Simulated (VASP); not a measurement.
# Al3Ni2 (P-3m1) in VASP: notebook

Runs on Al3Ni2. Level: PBEsol. Tasks: single point.

Program: VASP 6.6.1. These are calculated values, not measurements. Logs are shortened: lines on timing, memory, paths and dates and some standing lists are left out, and cuts for length are marked.

**1. The cell of the first run**

It takes space group P-3m1 (No. 164, trigonal). Conventional cell: a = 3.961 Å, b = 3.961 Å, c = 4.814 Å, α = 90.00°, β = 90.00°, γ = 120.00°. Within 3.2 Å of Al (site symmetry -3m) lie 6 Ni at 2.39 Å and 6 Al at 2.85 Å. Al (site symmetry 3m) has 5 Ni at 2.40 to 2.49 Å and 6 Al at 2.69 to 2.85 Å within 3.2 Å. Within 3.2 Å of Ni (site symmetry 3m) lie 8 Al at 2.39 to 2.49 Å and 3 Ni at 2.68 Å.

**2. Single point, PBEsol (volume scaled by 0.97, then relaxed in part)**

File INCAR:

```
SYSTEM = Al3Ni2
  ALGO = Fast
  EDIFF = 1E-6
  ENCUT = 520
  GGA = PS
  ISIF = 2
  ISMEAR = 0
  LASPH = .TRUE.
  LCHARG = .FALSE.
  LREAL = .FALSE.
  LWAVE = .FALSE.
  NBANDS = 22
  NELM = 100
  PREC = Accurate
  SIGMA = 0.1
```

File KPOINTS:

```
k-points
0
G
  12 12 8
  0 0 0
```

File POSCAR:

```
Al3Ni2
1.0
    3.9613518609      0.0000000000      0.0000000000
   -1.9806759304      3.4306313449      0.0000000000
    0.0000000000      0.0000000000      4.8136531921
Al Ni
3 2
Direct
    0.0000000000      0.0000000000      0.0000000000
    0.3333333333      0.6666666667      0.6471960606
    0.6666666667      0.3333333333      0.3528039394
    0.3333333333      0.6666666667      0.1459584821
    0.6666666667      0.3333333333      0.8540415179
```

Potentials or basis: VASP PAW PBE potentials, release 64 (Al, Ni).

On the command line:

```
$ cat potpaw_PBE.64/Al/POTCAR potpaw_PBE.64/Ni/POTCAR > POTCAR
$ mpirun -np 1 vasp_std > vasp.out
```

OUTCAR:

```text
SYSTEM = Al3Ni2
   EDIFF = 1E-6
   ENCUT = 520
   GGA = PS
   ISIF = 2
   ISMEAR = 0
   LASPH = .TRUE.
   LREAL = .FALSE.
   NELM = 100
   PREC = Accurate

 ion  position               nearest neighbor table
   1  0.000  0.000  0.000-   4 2.39   5 2.39   5 2.39   4 2.39   5 2.39   4 2.39   2 2.85   3 2.85
                             2 2.85   3 2.85   3 2.85   2 2.85
   2  0.333  0.667  0.647-   4 2.40   4 2.41   5 2.49   5 2.49   5 2.49   3 2.69   3 2.69   3 2.69
                             1 2.85   1 2.85   1 2.85
   3  0.667  0.333  0.353-   5 2.40   5 2.41   4 2.49   4 2.49   4 2.49   2 2.69   2 2.69   2 2.69
                             1 2.85   1 2.85   1 2.85
   4  0.333  0.667  0.146-   1 2.39   1 2.39   1 2.39   2 2.40   2 2.41   3 2.49   3 2.49   3 2.49
                             5 2.68   5 2.68   5 2.68
   5  0.667  0.333  0.854-   1 2.39   1 2.39   1 2.39   3 2.40   3 2.41   2 2.49   2 2.49   2 2.49
                             4 2.68   4 2.68   4 2.68

  LATTYP: Found a hexagonal cell.
 ALAT       =     3.9613518609
 C/A-ratio  =     1.2151541598

  Lattice vectors:

 A1 = (   3.9613518609,   0.0000000000,   0.0000000000)
 A2 = (  -1.9806759304,   3.4306313449,   0.0000000000)
 A3 = (   0.0000000000,   0.0000000000,   4.8136531921)

Analysis of symmetry for initial positions (statically):
=====================================================================
 Subroutine PRICEL returns:
 Original cell was already a primitive cell.

 Routine SETGRP: Setting up the symmetry group for a
 hexagonal supercell.

 Subroutine GETGRP returns: Found 12 space group operations
 (whereof 12 operations were pure point group operations)
 out of a pool of 24 trial point group operations.

The static configuration has the point symmetry D_3d.

Analysis of symmetry for dynamics (positions and initial velocities):
=====================================================================
 Subroutine PRICEL returns:
 Original cell was already a primitive cell.

 Routine SETGRP: Setting up the symmetry group for a
 hexagonal supercell.

 Subroutine GETGRP returns: Found 12 space group operations
 (whereof 12 operations were pure point group operations)
 out of a pool of 24 trial point group operations.

The dynamic configuration has the point symmetry D_3d.

 Subroutine INISYM returns: Found 12 space group operations
 (whereof 12 operations are pure point group operations),
 and found     1 'primitive' translations

----------------------------------------------------------------------------------------

                                     Primitive cell

  volume of cell :      65.4172

  direct lattice vectors                    reciprocal lattice vectors
     3.961351861  0.000000000  0.000000000     0.252439075  0.145745768  0.000000000
    -1.980675930  3.430631345  0.000000000     0.000000000  0.291491536  0.000000000
     0.000000000  0.000000000  4.813653192     0.000000000  0.000000000  0.207742428

  length of vectors
     3.961351861  3.961351861  4.813653192     0.291491536  0.291491536  0.207742428

  position of ions in fractional coordinates (direct lattice)
     0.000000000  0.000000000  0.000000000
     0.333333333  0.666666667  0.647196061
     0.666666667  0.333333333  0.352803939
     0.333333333  0.666666667  0.145958482
     0.666666667  0.333333333  0.854041518

  ion indices of the primitive-cell ions
   primitive index   ion index
                 1           1
                 2           2
                 3           3
                 4           4
                 5           5

----------------------------------------------------------------------------------------

 KPOINTS: k-points

Automatic generation of k-mesh.
 Grid dimensions read from file:
 generate k-points for:   12   12    8

 Generating k-lattice:

  Cartesian coordinates                     Fractional coordinates (reciprocal lattice)
     0.021036590  0.012145481  0.000000000     0.083333333 -0.000000000  0.000000000
     0.000000000  0.024290961  0.000000000     0.000000000  0.083333333  0.000000000
     0.000000000  0.000000000  0.025967803     0.000000000  0.000000000  0.125000000

  Length of vectors
     0.024290961  0.024290961  0.025967803

  Shift w.r.t. Gamma in fractional coordinates (k-lattice)
     0.000000000  0.000000000  0.000000000

 Subroutine IBZKPT returns following result:
 ===========================================

 Found    131 irreducible k-points:

 Following reciprocal coordinates:
            Coordinates               Weight
  0.000000  0.000000  0.000000      1.000000
  0.083333  0.000000  0.000000      6.000000
  0.166667  0.000000  0.000000      6.000000
  0.250000  0.000000  0.000000      6.000000
  0.333333  0.000000  0.000000      6.000000
  0.416667 -0.000000  0.000000      6.000000
[... 16 lines left out ...]
  0.166667  0.000000  0.125000      6.000000
  0.000000  0.166667  0.125000      6.000000
 [... further k-points ...]
   k-points           NKPTS =    131   k-points in BZ     NKDIM =    131   number of bands    NBANDS=     22
   number of dos      NEDOS =    301   number of ions     NIONS =      5
   total plane-waves  NPLWV =  32400
   dimension x,y,z NGX =    30 NGY =   30 NGZ =   36
   dimension x,y,z NGXF=    60 NGYF=   60 NGZF=   72
   ions per type =               3   2
   NGX,Y,Z   is equivalent  to a cutoff of  12.59, 12.59, 12.43 a.u.
   NGXF,Y,Z  is equivalent  to a cutoff of  25.18, 25.18, 24.87 a.u.
 SYSTEM =  Al3Ni2
   PREC   = accura    normal or accurate (medium, high low for compatibility)
   ISTART =      0    job   : 0-new  1-cont  2-samecut
   ICHARG =      2    charge: 1-file 2-atom 10-const
   ISPIN  =      1    spin polarized calculation?
   LNONCOLLINEAR =      F non collinear calculations
   LSORBIT =      F    spin-orbit coupling
   LASPH  =      T    aspherical Exc in radial PAW
   ENCUT  =  520.0 eV  38.22 Ry    6.18 a.u.   7.37  7.37  8.95*2*pi/ulx,y,z
   NELM   =    100;   NELMIN=  2; NELMDL= -5     # of ELM steps
   EDIFF  = 0.1E-05   stopping-criterion for ELM
   LREAL  =      F    real-space projection
   EDIFFG = 0.1E-04   stopping-criterion for IOM
   NSW    =      0    number of steps for IOM
   IBRION =     -1    ionic relax: 0-MD 1-quasi-New 2-CG
   NFREE  =      0    steps in history (QN), initial steepest desc. (CG)
   ISIF   =      2    stress and relaxation
   ISYM   =      2    0-nonsym 1-usesym 2-fastsym
   POTIM  = 0.5000    time-step for ionic-motion
   TEBEG  =    0.0;   TEEND  =   0.0 temperature during run
   PSTRESS=    0.0 pullay stress
   NELECT =      29.0000    total number of electrons
   NUPDOWN=      -1.0000    fix difference up-down
   EMIN   =  10.00;   EMAX   =-10.00  energy-range for DOS
   EFERMI =   0.00;   METHOD = LEGACY
   ISMEAR =     0;   SIGMA  =   0.10  broadening in eV -4-tet -1-fermi 0-gaus
   EFERMI_NEDOS =   21; number of points for ismear=-14 and -15
   IALGO  =     68    algorithm
   IMIX   =      4    mixing-type and parameters
     AMIX     =   0.40;   BMIX     =  1.00
     AMIX_MAG =   1.60;   BMIX_MAG =  1.00
  volume/ion in A,a.u.               =      13.08        88.29
  Fermi-wavevector in a.u.,A,eV,Ry     =   1.248274  2.358897 21.200449  1.558189
  Thomas-Fermi vector in A             =   2.382368
   LORBIT       =      0    0 simple, 1 ext, 2 COOP (PROOUT), +10 PAW based schemes
   GGA     = PS    functional components
   LHFCALC =     F    Hartree Fock is set to
   AEXX    =    0.0000 exact exchange contribution
   IVDW    =     0    specifies the selected vdW correction
   LEPSILON=     F    determine dielectric tensor
   LRPA    =     F    only Hartree local field effects (RPA)
 non-spin polarized calculation
 RMM-DIIS sequential band-by-band and
 Gauss-broadening in eV      SIGMA  =   0.10
  energy-cutoff  :      520.00
  volume of cell :       65.42
 maximum number of plane-waves:      1787
 NGX is ok and might be reduce to    30
   NGX = 15   NGY = 15   NGZ = 17

 number of electron      29.0000026 magnetization

 Free energy of the ion-electron system (eV)
  ---------------------------------------------------
  ext. energy  EPLUGINS =         0.00000000
  ---------------------------------------------------
  free energy    TOTEN  =       -27.63897391 eV

  energy without entropy =      -27.63257893  energy(sigma->0) =      -27.63577642

 E-fermi :   8.8561     XC(G=0): -11.5002

 val. band max:        8.8541570350   @ k =   0.1667   0.0833   0.2500
 cond. band min:       8.8576970745   @ k =   0.0833   0.0833   0.0000
 fundamental gap:      0.0035400395
 Fermi energy:         8.8560618136

 k-point     1 :       0.0000    0.0000    0.0000
  band No.  band energies     occupation
      1      -1.9055      2.00000
      2       3.5084      2.00000
      3       3.9244      2.00000
      4       5.1497      2.00000
      5       5.1497      2.00000
      6       5.7299      2.00000
[... 14 lines left out ...]
     21      15.9664      0.00000
     22      15.9803      0.00000

 k-point     2 :       0.0833    0.0000    0.0000
  band No.  band energies     occupation
      1      -1.8164      2.00000
      2       3.5619      2.00000
      3       3.9560      2.00000
      4       5.1112      2.00000
      5       5.1854      2.00000
      6       5.6849      2.00000
[... 14 lines left out ...]
     21      15.4575      0.00000
     22      15.5506      0.00000

 k-point     3 :       0.1667    0.0000    0.0000
  band No.  band energies     occupation
      1      -1.5505      2.00000
      2       3.7060      2.00000
      3       4.0181      2.00000
      4       4.9764      2.00000
      5       5.2907      2.00000
      6       5.5508      2.00000
[... 14 lines left out ...]
     21      14.9998      0.00000
     22      15.5781      0.00000
[... 476 lines left out ...]
 k-point    23 :       0.1667    0.0000    0.1250
  band No.  band energies     occupation
      1      -1.4527      2.00000
      2       2.9486      2.00000
      3       4.3939      2.00000
      4       5.0504      2.00000
      5       5.2912      2.00000
      6       5.5579      2.00000
[... 14 lines left out ...]
     21      15.1799      0.00000
     22      15.9920      0.00000

 k-point    24 :       0.0000    0.1667    0.1250
  band No.  band energies     occupation
      1      -1.4531      2.00000
      2       2.9551      2.00000
      3       4.4587      2.00000
      4       4.9639      2.00000
      5       5.2580      2.00000
      6       5.5968      2.00000
[... 14 lines left out ...]
     21      15.1504      0.00000
     22      15.5186      0.00000

 [... further k-points ...]
[... 5 lines left out ...]
  --------------------------------------------------------------------------------------
  -------------------------------------------------------------------------------------
  Total        1.9128205      1.9128205      1.9447300      0.0000000      0.0000000     -0.0000000
  in kB       46.8481595     46.8481595     47.6296757      0.0000000      0.0000000     -0.0000000
  external PRESSURE =      47.1086649 kB  Pullay stress =       0.0000000 kB

 VOLUME and BASIS-vectors are now :
 -----------------------------------------------------------------------------
  energy-cutoff  :      520.00
  volume of cell :       65.42
      direct lattice vectors                 reciprocal lattice vectors
     3.961351861  0.000000000  0.000000000     0.252439075  0.145745768  0.000000000
    -1.980675930  3.430631345  0.000000000     0.000000000  0.291491536  0.000000000
     0.000000000  0.000000000  4.813653192     0.000000000  0.000000000  0.207742428

 POSITION                                       TOTAL-FORCE (eV/Angst)
 -----------------------------------------------------------------------------------
      0.00000      0.00000      0.00000         0.000000      0.000000      0.000000
     -0.00000      2.28709      3.11538        -0.000000     -0.000000      0.003832
      1.98068      1.14354      1.69828         0.000000      0.000000     -0.003832
     -0.00000      2.28709      0.70259         0.000000      0.000000      0.014995
      1.98068      1.14354      4.11106         0.000000     -0.000000     -0.014995
 -----------------------------------------------------------------------------------
    total drift:                               -0.000000      0.000000     -0.000000

  FREE ENERGIE OF THE ION-ELECTRON SYSTEM (eV)
  ---------------------------------------------------
  free  energy   TOTEN  =       -27.6389739128 eV

  energy  without entropy=      -27.6325789277  energy(sigma->0) =      -27.63577642
```

It took 2.9 min on 1 thread of Intel Xeon Platinum 8375C at 2.90GHz (Ice Lake), shared host; peak memory 0.29 GiB.

Results:

```yaml
Free_energy: -27.6390 eV
Pressure: 4.7 GPa
Largest_force: 0.015 eV/Å
```

Forces on the atoms (eV/Å):
```
Al   0.000  0.000  0.000
Al   0.000  0.000  0.004
Al   0.000  0.000 -0.004
Ni   0.000  0.000  0.015
Ni   0.000  0.000 -0.015
```

Stress tensor (GPa, compression positive):
```
4.68 0.00 0.00
0.00 4.68 0.00
0.00 0.00 4.76
```

Caveat: the cell differs from its parent crystal (volume scaled by 0.97, then relaxed in part); the PAW data sets were made with another functional, which shifts forces and pressure a little.

**3. Single point, PBEsol**

This run uses another cell than the first one, of 13.49 Å³/atom, 1.031 times its volume.

File INCAR:

```
SYSTEM = Al3Ni2
PREC = Accurate ; ENCUT = 520
EDIFF = 1E-6 ; ISMEAR = 0
SIGMA = 0.1 ; LREAL = .False.
LASPH = .True. ; NELM = 60
ALGO = Fast ; ISIF = 2
LWAVE = .False. ; LCHARG = .False.
GGA = PS ; NBANDS = 22
```

File KPOINTS:

```
regular mesh
0
Gamma
  12 12 8
  0 0 0
```

File POSCAR:

```
Al3Ni2
1.0
    4.0031396383      0.0000000000      0.0000000000
   -2.0015698192      3.4668206217      0.0000000000
    0.0000000000      0.0000000000      4.8594646093
Al Ni
3 2
Direct
    0.0000000000      0.0000000000      0.0000000000
    0.3333333333      0.6666666667      0.6477829058
    0.6666666667      0.3333333333      0.3522170942
    0.3333333333      0.6666666667      0.1455709071
    0.6666666667      0.3333333333      0.8544290929
```

Potentials or basis: VASP PAW PBE potentials, release 64 (Al, Ni).

On the command line:

```
$ cat potpaw_PBE.64/Al/POTCAR potpaw_PBE.64/Ni/POTCAR > POTCAR
$ mpirun -np 1 vasp_std > vasp.out
```

Run time: 3 min. Hardware: 1 thread of Intel Xeon Platinum 8375C at 2.90GHz (Ice Lake), shared host; peak memory 0.3 GiB.

The run converged. Its results:

```
Free energy   : -27.6688 eV
Pressure      : 0.2 GPa
Largest force : 0.011 eV/Å
```

Forces on the atoms (eV/Å):
```
Al   0.000  0.000  0.000
Al   0.000  0.000  0.003
Al   0.000  0.000 -0.003
Ni   0.000  0.000  0.011
Ni   0.000  0.000 -0.011
```

Stress tensor (GPa, compression positive):
```
0.16 0.00 0.00
0.00 0.16 0.00
0.00 0.00 0.24
```

Levels at points of the mesh, in eV from the Fermi level:
```csv
k point,band 11,band 12,band 13,band 14,band 15,band 16,band 17,band 18,band 19,band 20
"(0.00, 0.00, 0.00)",-1.68,-1.68,-1.30,1.27,1.27,3.16,3.16,4.37,4.73,6.94
"(0.50, 0.00, 0.00)",-1.99,-1.85,-1.56,-1.53,-1.25,1.36,2.08,2.21,4.76,5.27
"(0.00, 0.00, 0.50)",-1.78,-1.78,2.75,2.75,2.87,2.87,3.29,4.24,4.38,4.52
"(0.50, 0.00, 0.50)",-1.90,-1.76,-1.72,-1.06,-0.32,1.54,2.12,3.25,6.41,7.23
```

Caveat: the PAW data sets were made with another functional, which shifts forces and pressure a little. Spin polarisation is off, so any magnetic state and its effect on volume and gap are missing.

[end of part 1 of 2]
